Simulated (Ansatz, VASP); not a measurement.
Be2Os: VASP beside Ansatz

File INCAR:

```
SYSTEM = Be2Os
PREC     = Accurate       ! precision mode
ENCUT    = 600            ! plane-wave cutoff, eV
EDIFF    = 1E-6           ! SCF threshold, eV
ISMEAR   = 0              ! smearing method
SIGMA    = 0.1            ! smearing width, eV
LREAL    = .False.        ! projectors in reciprocal space
LASPH    = .True.         ! aspherical terms in the spheres
NELM     = 60             ! most SCF steps
ALGO     = Normal         ! electronic algorithm
ISIF     = 3              ! what is computed and relaxed
LWAVE    = .False.        ! write WAVECAR
LCHARG   = .False.        ! write CHGCAR
GGA      = PE             ! functional
IBRION   = 2              ! ionic algorithm
NSW      = 90             ! ionic steps
EDIFFG   = -0.04          ! ionic threshold
```

File KPOINTS:

```
regular mesh
0
Gamma
  4 4 6
  0 0 0
```

The input POSCAR:

```
Be2Os
1.0
    4.4222299240      0.0000000000      0.0000000000
    0.0000000000      4.5568811556      0.0000000000
    0.0000000000      0.0000000000      2.9765009104
Be Os
4 2
Direct
    0.2250000000      0.8250000000      0.5000000000
    0.7250000000      0.6750000000      0.0000000000
    0.7750000000      0.1750000000      0.5000000000
    0.2750000000      0.3250000000      0.0000000000
    0.5000000000      0.5000000000      0.5000000000
    0.0000000000      0.0000000000      0.0000000000
```

Input for Ansatz:

```yaml
crystal:
  lattice:
    - [4.422229924, 0.0, 0.0]
    - [0.0, 4.5568811556, 0.0]
    - [0.0, 0.0, 2.9765009104]
  atoms:
    - { symbol: Be, position: [0.225, 0.825, 0.5] }
    - { symbol: Be, position: [0.725, 0.675, 0.0] }
    - { symbol: Be, position: [0.775, 0.175, 0.5] }
    - { symbol: Be, position: [0.275, 0.325, 0.0] }
    - { symbol: Os, position: [0.5, 0.5, 0.5] }
    - { symbol: Os, position: [0.0, 0.0, 0.0] }
basis:
  ecutwfc: 420
kpoints:
  mp_grid: { grid: [4, 4, 6] }
hamiltonian:
  xc: pbe
scf:
  occupations: { method: gaussian, width: 0.1 }
  lower_state_search: "off"
output:
  forces: true
  stress: true
  eigenvalues: true
relax:
  adjacent_minimum: "off"
  f_tol: 0.04
  max_steps: 70
  cell: { stress_tol: 0.4 }
```

Alike in both runs: task relaxation of cell and atoms; functional PBE; k mesh 4 × 4 × 6; occupations gaussian, width 0.1 eV; no spin polarisation.

```csv
,VASP,Ansatz
version,VASP 6.6.1,Ansatz 0.2.0
potentials or method,"VASP PAW PBE potentials, release 64 (Be, Os), cutoff 600 eV","scalar-relativistic, plane waves, PAW"
valence electrons in the cell,24,40
```

```tsv
	VASP	Ansatz	Ansatz less VASP
gap on the k mesh at the Fermi level, each at its own relaxed structure (eV)	none	none	-
relaxed volume (Å³/atom)	14.71	11.22	-3.490
relaxed length of the cell vector where the two differ most in proportion (Å)	6.056	3.971	-2.0852
```

A gap of «none» marks a metal or a gap that the smearing closes. One of these differences is far larger than is usual between the two programs; its cause wasn't traced. VASP's potentials hold 24 valence electrons a cell and Ansatz's 40, so a difference there can come from the potentials and not from the codes.

Spin-orbit coupling is off throughout. Noted on VASP's run: the volume moved by over 15 % at a fixed basis, so the end points are rough.
